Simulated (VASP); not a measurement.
# Fe (Pm-3m) in VASP: further runs

Runs on Fe. Level: r2SCAN. Tasks: single point.

Everything below comes from runs of VASP 6.6.1. Logs are shortened: lines on timing, memory, paths and dates and some standing lists are left out, and cuts for length are marked.

### 1 The cell of the first run

It takes space group Pm-3m (No. 221, cubic). The conventional cell has a = 2.498 Å, b = 2.498 Å, c = 2.498 Å, α = 90.00°, β = 90.00°, γ = 90.00°. Within 3.3 Å of Fe (site symmetry m-3m) lie 6 Fe at 2.50 Å.

### 2 Single point, r2SCAN, collinear spin, antiferromagnetic start (volume scaled by 1.08)

Input file POSCAR:

```
Fe
1.0
    0.0000000000      2.4975449670      2.4975449670
    2.4975449670      0.0000000000      2.4975449670
    2.4975449670      2.4975449670      0.0000000000
Fe
2
Direct
    1.0000000000      0.0000000000      0.0000000000
    0.5000000000      0.5000000000      0.5000000000
```

Input file INCAR.step1:

```
  PREC = Accurate
  ENCUT = 520
  ISMEAR = -1
  SIGMA = 0.05
  LREAL = False
  LASPH = True
  NELM = 150
  ISPIN = 2
  MAGMOM = 2.741 -2.741
  LMAXMIX = 4
  NBANDS = 19
  GGA = PE
  ALGO = Normal
  EDIFF = 1E-4
  LWAVE = True
  LCHARG = False
```

Input file INCAR.step2:

```
  PREC = Accurate
  ENCUT = 520
  EDIFF = 1E-6
  ISMEAR = -1
  SIGMA = 0.05
  LREAL = False
  LASPH = True
  NELM = 150
  ALGO = Normal
  ISIF = 2
  LWAVE = False
  LCHARG = False
  ISPIN = 2
  MAGMOM = 2.741 -2.741
  LORBIT = 11
  LMAXMIX = 4
  METAGGA = R2SCAN
  LMIXTAU = True
  NBANDS = 19
  ISTART = 1
```

Input file KPOINTS:

```
Automatic mesh
0
Gamma
  13 13 13
```

Potentials or basis: VASP PAW PBE potentials, release 64 (Fe).

Started as:

```console
$ cat potpaw_PBE.64/Fe/POTCAR > POTCAR
$ cp INCAR.step1 INCAR
$ mpirun -np 1 vasp_std > vasp.out
$ cp INCAR.step2 INCAR
$ mpirun -np 1 vasp_std > vasp.out
```

OUTCAR:

```text
PREC = Accurate
   ENCUT = 520
   EDIFF = 1E-6
   ISMEAR = -1
   LREAL = False
   LASPH = True
   NELM = 150
   ISIF = 2
   ISPIN = 2
   LORBIT = 11
   METAGGA = R2SCAN
   ISTART = 1

 ion  position               nearest neighbor table
   1  0.000  0.000  0.000-   2 2.50   2 2.50   2 2.50   2 2.50   2 2.50   2 2.50
   2  0.500  0.500  0.500-   1 2.50   1 2.50   1 2.50   1 2.50   1 2.50   1 2.50

  LATTYP: Found a face centered cubic cell.
 ALAT       =     4.9950899340

  Lattice vectors:

 A1 = (   0.0000000000,   2.4975449670,   2.4975449670)
 A2 = (   2.4975449670,   0.0000000000,   2.4975449670)
 A3 = (   2.4975449670,   2.4975449670,   0.0000000000)

Analysis of symmetry for initial positions (statically):
=====================================================================
 Subroutine PRICEL returns following result:

  LATTYP: Found a simple cubic cell.
 ALAT       =     2.4975449670
[... 12 lines left out ...]
 Subroutine GETGRP returns: Found 48 space group operations
 (whereof 48 operations were pure point group operations)
 out of a pool of 48 trial point group operations.

The static configuration has the point symmetry O_h .

Analysis of symmetry for dynamics (positions and initial velocities):
=====================================================================
 Subroutine PRICEL returns following result:

  LATTYP: Found a simple cubic cell.
 ALAT       =     2.4975449670
[... 12 lines left out ...]
 Subroutine GETGRP returns: Found 48 space group operations
 (whereof 48 operations were pure point group operations)
 out of a pool of 48 trial point group operations.

The dynamic configuration has the point symmetry O_h .

Analysis of structural, dynamic, and magnetic symmetry:
=====================================================================
 Subroutine PRICEL returns following result:

  LATTYP: Found a simple cubic cell.
 ALAT       =     2.4975449670
[... 12 lines left out ...]
 Subroutine GETGRP returns: Found 48 space group operations
 (whereof 48 operations were pure point group operations)
 out of a pool of 48 trial point group operations.

The overall configuration has the point symmetry O_h .

 Subroutine INISYM returns: Found 48 space group operations
 (whereof 48 operations are pure point group operations),
 and found     2 'primitive' translations

----------------------------------------------------------------------------------------

                                     Primitive cell

  volume of cell :      15.5790

  direct lattice vectors                    reciprocal lattice vectors
    -2.497544967  0.000000000  0.000000000    -0.400393191  0.000000000  0.000000000
[... 104 lines left out ...]
     AMIX_MAG =   1.60;   BMIX_MAG =  1.00
  volume/ion in A,a.u.               =      15.58       105.13
  Fermi-wavevector in a.u.,A,eV,Ry     =   1.310966  2.477367 23.383415  1.718633
  Thomas-Fermi vector in A             =   2.441460
   LORBIT       =     11    0 simple, 1 ext, 2 COOP (PROOUT), +10 PAW based schemes
   METAGGA = R2SCAN    functional components
   LHFCALC =     F    Hartree Fock is set to
   AEXX    =    0.0000 exact exchange contribution
   IVDW    =     0    specifies the selected vdW correction
   LEPSILON=     F    determine dielectric tensor
   LRPA    =     F    only Hartree local field effects (RPA)
 spin polarized calculation
  energy-cutoff  :      520.00
  volume of cell :       31.16
 maximum number of plane-waves:       872
   NGX = 13   NGY = 13   NGZ = 13

 number of electron      15.9999992 magnetization       0.0000000

 number of electron      15.9999992 magnetization      -0.0000000

 Free energy of the ion-electron system (eV)
  ---------------------------------------------------
  ext. energy  EPLUGINS =         0.00000000
  ---------------------------------------------------
  free energy    TOTEN  =       -26.44202891 eV

  energy without entropy =      -26.42507199  energy(sigma->0) =      -26.43355045

 E-fermi :   3.9001     XC(G=0): -12.1906

 val. band max:        3.8983468509   @ k =  -0.4615   0.3846   0.0769
 cond. band min:       3.9168601408   @ k =  -0.1538   0.0769   0.0000
 fundamental gap:      0.0185132899
 Fermi energy:         3.9001315464

 spin component 1

 k-point     1 :       0.0000    0.0000    0.0000
  band No.  band energies     occupation
      1      -4.0186      1.00000
      2      -0.2141      1.00000
      3      -0.2140      1.00000
      4      -0.2137      1.00000
      5      -0.0234      1.00000
      6      -0.0217      1.00000
[... 517 lines left out ...]
     18      20.3263      0.00000
     19      22.1237      0.00000

 [... further k-points ...]

 spin component 2

 k-point     1 :       0.0000    0.0000    0.0000
  band No.  band energies     occupation
      1      -4.0186      1.00000
      2      -0.2141      1.00000
      3      -0.2140      1.00000
      4      -0.2137      1.00000
      5      -0.0234      1.00000
      6      -0.0217      1.00000
[... 517 lines left out ...]
     18      20.3263      0.00000
     19      22.1237      0.00000

 [... further k-points ...]
[... 5 lines left out ...]
  --------------------------------------------------------------------------------------
  -------------------------------------------------------------------------------------
  Total       -1.2778690     -1.2778690     -1.2778690     -0.0000000      0.0000000      0.0000000
  in kB      -65.7093216    -65.7093216    -65.7093216     -0.0000000      0.0000000      0.0000000
  external PRESSURE =     -65.7093216 kB  Pullay stress =       0.0000000 kB

 VOLUME and BASIS-vectors are now :
 -----------------------------------------------------------------------------
  energy-cutoff  :      520.00
  volume of cell :       31.16
      direct lattice vectors                 reciprocal lattice vectors
     0.000000000  2.497544967  2.497544967    -0.200196596  0.200196596  0.200196596
     2.497544967  0.000000000  2.497544967     0.200196596 -0.200196596  0.200196596
     2.497544967  2.497544967  0.000000000     0.200196596  0.200196596 -0.200196596

 POSITION                                       TOTAL-FORCE (eV/Angst)
 -----------------------------------------------------------------------------------
      0.00000      0.00000      0.00000        -0.000000     -0.000000      0.000000
      2.49754      2.49754      2.49754         0.000000      0.000000     -0.000000
 -----------------------------------------------------------------------------------
    total drift:                                0.000000      0.000000      0.000000

  FREE ENERGIE OF THE ION-ELECTRON SYSTEM (eV)
  ---------------------------------------------------
  free  energy   TOTEN  =       -26.4420289141 eV

  energy  without entropy=      -26.4250719871  energy(sigma->0) =      -26.43355045

 total charge

# of ion       s       p       d       tot
------------------------------------------
    1        0.475   0.415   6.045   6.935
    2        0.475   0.415   6.045   6.935
--------------------------------------------------
tot          0.950   0.830  12.091  13.871

 magnetization (x)

# of ion       s       p       d       tot
------------------------------------------
    1        0.085   0.055   2.785   2.925
    2       -0.085  -0.055  -2.785  -2.925
--------------------------------------------------
tot          0.000   0.000  -0.000  -0.000
```

OUTCAR.step1:

```text
PREC = Accurate
   ENCUT = 520
   ISMEAR = -1
   LREAL = False
   LASPH = True
[... 1327 lines left out ...]
      0.00000      0.00000      0.00000        -0.000000      0.000000     -0.000000
      2.49754      2.49754      2.49754         0.000000     -0.000000      0.000000
 -----------------------------------------------------------------------------------
    total drift:                                0.000000      0.000000      0.000000

  FREE ENERGIE OF THE ION-ELECTRON SYSTEM (eV)
  ---------------------------------------------------
  free  energy   TOTEN  =       -14.1346179172 eV

  energy  without entropy=      -14.1052179462  energy(sigma->0) =      -14.11991793
```

OSZICAR.step1:

```text
N       E                     dE             d eps       ncg     rms          rms(c)
DAV:   1     0.802890953127E+02    0.80289E+02   -0.69200E+03  6568   0.997E+02
DAV:   2    -0.129311233798E+02   -0.93220E+02   -0.81390E+02  6399   0.193E+02
DAV:   3    -0.162450735373E+02   -0.33140E+01   -0.31246E+01  7113   0.487E+01
DAV:   4    -0.162739188813E+02   -0.28845E-01   -0.28822E-01  7231   0.426E+00
DAV:   5    -0.162742795981E+02   -0.36072E-03   -0.36071E-03  7163   0.440E-01    0.128E+01
DAV:   6    -0.147320763963E+02    0.15422E+01   -0.10388E+01  7240   0.618E+01    0.120E+01
DAV:   7    -0.141330029887E+02    0.59907E+00   -0.19129E+00  6997   0.231E+01    0.409E+00
DAV:   8    -0.141417125035E+02   -0.87095E-02   -0.33952E-02  7456   0.163E+00    0.167E+00
DAV:   9    -0.141350202220E+02    0.66923E-02   -0.13199E-02  8898   0.160E+00    0.494E-01
DAV:  10    -0.141345212917E+02    0.49893E-03   -0.20702E-03  8763   0.530E-01    0.120E-01
DAV:  11    -0.141346179172E+02   -0.96625E-04   -0.33465E-04  6502   0.305E-01
   1 F= -.14134618E+02 E0= -.14119918E+02  d E =-.294000E-01  mag=    -0.0000
```

Wall time 6.7 min (1 thread of Intel Xeon 6975P-C, shared host); peak memory 0.23 GiB.

Results:

- Free energy: -26.4420 eV
- Pressure: -6.6 GPa
- Band gap on the k mesh: zero (filled and empty bands overlap)
- Net moment: 0.00 μB per cell
- Site moments: Fe +2.92, -2.92 μB
- Valence electrons inside the program's atomic spheres: Fe 6.93

Caveat: the cell differs from its parent crystal (volume scaled by 1.08); the PAW data sets were made with another functional, which shifts forces and pressure a little.

### 3 Single point, r2SCAN, collinear spin, ferromagnetic start

This run uses another cell than the first one: it holds 1 atom, not 2.

Input file POSCAR:

```
Fe
1.0
    2.4123062323      0.0000000000      0.0000000000
    0.0000000000      2.4123062323      0.0000000000
    0.0000000000      0.0000000000      2.4123062323
Fe
1
Direct
    0.0000000000      0.0000000000      0.0000000000
```

Input file INCAR.step1:

```
SYSTEM = Fe
PREC = Accurate
ENCUT = 520
ISMEAR = -1
SIGMA = 0.05
LREAL = .False.
LASPH = .True.
NELM = 150
ISPIN = 2
MAGMOM = 2.92
LMAXMIX = 4
NBANDS = 14
GGA = PE
ALGO = Normal
EDIFF = 1E-4
LWAVE = .True.
LCHARG = .False.
```

Input file INCAR.step2:

```
SYSTEM = Fe
PREC = Accurate
ENCUT = 520
EDIFF = 1E-6
ISMEAR = -1
SIGMA = 0.05
LREAL = .False.
LASPH = .True.
NELM = 150
ALGO = Normal
ISIF = 2
LWAVE = .False.
LCHARG = .False.
ISPIN = 2
MAGMOM = 2.92
LORBIT = 11
LMAXMIX = 4
METAGGA = R2SCAN
LMIXTAU = .True.
NBANDS = 14
ISTART = 1
```

Input file KPOINTS:

```
Automatic mesh
0
Gamma
  21 21 21
  0 0 0
```

Potentials or basis: VASP PAW PBE potentials, release 64 (Fe).

Started as:

```console
$ cat potpaw_PBE.64/Fe/POTCAR > POTCAR
$ cp INCAR.step1 INCAR
$ mpirun -np 1 vasp_std > vasp.out
$ cp INCAR.step2 INCAR
$ mpirun -np 1 vasp_std > vasp.out
```

It took 4.4 min on 1 thread of Intel Xeon 6975P-C, shared host; peak memory 0.2 GiB.

The run converged. Its results:

```
Free energy                                           : -13.6009 eV
Pressure                                              : -0.2 GPa
Net moment                                            : 2.90 μB per cell
Site moments                                          : Fe +2.92 μB
Valence electrons inside the program's atomic spheres : Fe 7.10
```

Levels at points of the mesh, in eV from the Fermi level:
Spin up:
| k point | band 3 | band 4 | band 5 | band 6 | band 7 | band 8 | band 9 | band 10 |
| --- | --- | --- | --- | --- | --- | --- | --- | --- |
| (0.00, 0.00, 0.00) | -4.53 | -1.59 | -1.59 | -1.59 | 18.52 | 18.52 | 18.52 | 22.08 |
Spin down:
| k point | band 1 | band 2 | band 3 | band 4 | band 5 | band 6 | band 7 |
| --- | --- | --- | --- | --- | --- | --- | --- |
| (0.00, 0.00, 0.00) | -8.17 | -2.19 | -2.19 | 3.42 | 3.42 | 3.42 | 20.06 |

Caveat: the PAW data sets were made with another functional, which shifts forces and pressure a little.

### 4 Single point, r2SCAN, collinear spin, antiferromagnetic start (volume scaled by 1.12)

Input file POSCAR:

```
Fe
1.0
    0.0000000000      2.5280058345      2.5280058345
    2.5280058345      0.0000000000      2.5280058345
    2.5280058345      2.5280058345      0.0000000000
Fe
2
Direct
    1.0000000000      0.0000000000      0.0000000000
    0.5000000000      0.5000000000      0.5000000000
```

Input file INCAR.step1:

```
SYSTEM = Fe
PREC = Accurate
ENCUT = 520
ISMEAR = -1
SIGMA = 0.05
LREAL = .FALSE.
LASPH = .TRUE.
NELM = 150
ISPIN = 2
MAGMOM = 2.741 -2.741
LMAXMIX = 4
NBANDS = 19
GGA = PE
ALGO = Normal
EDIFF = 1E-4
LWAVE = .TRUE.
LCHARG = .FALSE.
```

Input file INCAR.step2:

```
SYSTEM = Fe
PREC = Accurate
ENCUT = 520
EDIFF = 1E-6
ISMEAR = -1
SIGMA = 0.05
LREAL = .FALSE.
LASPH = .TRUE.
NELM = 150
ALGO = Normal
ISIF = 2
LWAVE = .FALSE.
LCHARG = .FALSE.
ISPIN = 2
MAGMOM = 2.741 -2.741
LORBIT = 11
LMAXMIX = 4
METAGGA = R2SCAN
LMIXTAU = .TRUE.
NBANDS = 19
ISTART = 1
```

Input file KPOINTS:

```
Automatic mesh
0
G
  13 13 13
  0 0 0
```

Started as:

```console
$ cat potpaw_PBE.64/Fe/POTCAR > POTCAR
$ cp INCAR.step1 INCAR
$ mpirun -np 1 vasp_std > vasp.out
$ cp INCAR.step2 INCAR
$ mpirun -np 1 vasp_std > vasp.out
```

Wall time 7.5 min (1 thread of Intel Xeon 6975P-C, shared host); peak memory 0.23 GiB.

It converged, with:

```
Free energy                                           : -26.3865 eV
Pressure                                              : -8.8 GPa
Band gap on the k mesh                                : zero (filled and empty bands overlap)
Net moment                                            : 0.00 μB per cell
Site moments                                          : Fe +2.96, -2.96 μB
Valence electrons inside the program's atomic spheres : Fe 6.89
```

Levels at points of the mesh, in eV from the Fermi level:
Spin up:
```
           k point  band 5  band 6  band 7  band 8  band 9  band 10  band 11  band 12
(0.00, 0.00, 0.00)   -3.82   -3.81    0.64    0.65    1.32     1.32     1.32     9.84
```
Spin down:
| k point | band 5 | band 6 | band 7 | band 8 | band 9 | band 10 | band 11 | band 12 |
| --- | --- | --- | --- | --- | --- | --- | --- | --- |
| (0.00, 0.00, 0.00) | -3.82 | -3.81 | 0.64 | 0.65 | 1.32 | 1.32 | 1.32 | 9.84 |

Caveat: the cell differs from its parent crystal (volume scaled by 1.12); the PAW data sets were made with another functional, which shifts forces and pressure a little.

### 5 Single point, r2SCAN, collinear spin, antiferromagnetic start

This run uses another cell than the first one, of 14.43 Å³/atom, 0.926 times its volume.

Input file POSCAR:

```
Fe
1.0
    0.0000000000      2.4342885952      2.4342885952
    2.4342885952      0.0000000000      2.4342885952
    2.4342885952      2.4342885952      0.0000000000
Fe
2
Direct
    1.0000000000      0.0000000000      0.0000000000
    0.5000000000      0.5000000000      0.5000000000
```

Input file INCAR.step1:

```
PREC = Accurate ; ENCUT = 520
ISMEAR = -1 ; SIGMA = 0.05
LREAL = False ; LASPH = True
NELM = 150 ; ISPIN = 2
MAGMOM = 2.735 -2.735 ; LMAXMIX = 4
NBANDS = 19 ; GGA = PE
ALGO = Normal ; EDIFF = 1E-4
LWAVE = True ; LCHARG = False
```

Input file INCAR.step2:

```
PREC = Accurate ; ENCUT = 520
EDIFF = 1E-7 ; ISMEAR = -1
SIGMA = 0.05 ; LREAL = False
LASPH = True ; NELM = 150
ALGO = Normal ; ISIF = 2
LWAVE = False ; LCHARG = True
ISPIN = 2 ; MAGMOM = 2.735 -2.735
LORBIT = 11 ; LMAXMIX = 4
METAGGA = R2SCAN ; LMIXTAU = True
LELF = True ; LVHAR = True
NBANDS = 19 ; ISTART = 1
```

Input file KPOINTS:

```
regular mesh
0
Gamma
  18 18 18
```

Started as:

```console
$ cat potpaw_PBE.64/Fe/POTCAR > POTCAR
$ cp INCAR.step1 INCAR
$ mpirun -np 1 vasp_std > vasp.out
$ cp INCAR.step2 INCAR
$ mpirun -np 1 vasp_std > vasp.out
```

Run time: 16 min. Hardware: 1 thread of Intel Xeon 6975P-C, shared host; peak memory 0.3 GiB.

It converged, with:

| Item | Value |
| --- | --- |
| Free energy | -26.4934 eV |
| Pressure | -0.3 GPa |
| Band gap on the k mesh | zero (filled and empty bands overlap) |
| Net moment | 0.00 μB per cell |
| Site moments | Fe +2.83, -2.83 μB |
| Valence electrons inside the program's atomic spheres | Fe 7.04 |

Levels at points of the mesh, in eV from the Fermi level:
Spin up:
```
           k point  band 5  band 6  band 7  band 8  band 9  band 10  band 11  band 12
(0.00, 0.00, 0.00)   -4.17   -4.17    0.85    0.85    1.23     1.23     1.23    10.93
(0.50, 0.00, 0.00)   -2.92   -2.92   -1.40   -1.34   -1.34     1.06     1.06     2.08
(0.50, 0.50, 0.00)   -3.23   -2.98   -1.73    0.83    0.91     1.51     1.51     3.85
```
Spin down:
| k point | band 4 | band 5 | band 6 | band 7 | band 8 | band 9 | band 10 | band 11 | band 12 | band 13 |
| --- | --- | --- | --- | --- | --- | --- | --- | --- | --- | --- |
| (0.00, 0.00, 0.00) | -4.26 | -4.17 | -4.17 | 0.85 | 0.85 | 1.23 | 1.23 | 1.23 | 10.93 | 10.93 |
| (0.50, 0.00, 0.00) | -3.60 | -2.92 | -2.92 | -1.40 | -1.34 | -1.34 | 1.06 | 1.06 | 2.08 | 12.01 |
| (0.50, 0.50, 0.00) | -3.23 | -3.23 | -2.98 | -1.73 | 0.83 | 0.91 | 1.51 | 1.51 | 3.85 | 4.44 |

Caveat: the PAW data sets were made with another functional, which shifts forces and pressure a little.

### 6 The runs side by side

```tsv
spin	cell	k mesh	gap on the mesh (eV)	pressure (GPa)	moment (μB)
collinear, antiferromagnetic start	a = 3.532 Å, angles 60.0°, 2 atoms	13 × 13 × 13	none	-6.6	0.00
collinear, ferromagnetic start	a = 2.412 Å, 1 atom	21 × 21 × 21	none	-0.2	2.90
collinear, antiferromagnetic start	a = 3.575 Å, angles 60.0°, 2 atoms	13 × 13 × 13	none	-8.8	0.00
collinear, antiferromagnetic start	a = 3.443 Å, angles 60.0°, 2 atoms	18 × 18 × 18	none	-0.3	0.00
```

Alike in all rows: task single point; level r2SCAN; potentials or basis VASP PAW PBE potentials, release 64 (Fe); cutoff (eV) 520; smearing fermi-dirac 0.05 eV.

Caveats: the PAW data sets were made with another functional, which shifts forces and pressure a little.

Absolute energies hang on the potentials; compare differences alone.
